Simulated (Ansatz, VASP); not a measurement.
**Two plane-wave programs on Bi**

```
Bi
1.0
     0.00000    2.50357    2.50357
     2.50357    0.00000    2.50357
     2.50357    2.50357    0.00000
Bi
1
Direct
  0.00000 0.00000 0.00000
```

Alike in both runs: functional r2SCAN; k mesh 14 × 14 × 14; occupations gaussian, width 0.1 eV; no spin polarisation.

Ansatz relaxed the structure, and its values are those at the end. VASP's run is a single point on that final structure, the one shown.

|  | VASP | Ansatz |
| --- | --- | --- |
| version | VASP 6.6.1 | Ansatz 0.2.0 |
| potentials or method | VASP PAW PBE potentials, release 64 (Bi_d), cutoff 550 eV | scalar-relativistic, plane waves, PAW |
| valence electrons in the cell | 15 | 15 |

```tsv
	VASP	Ansatz	Ansatz less VASP
gap on the k mesh at the Fermi level (eV)	none	none	-
pressure (GPa)	0.0	0.0	+0.03
```

VASP's potentials were made for PBE, not for r2SCAN. A gap of «none» marks a metal or a gap that the smearing closes.

Spin-orbit coupling is off throughout.
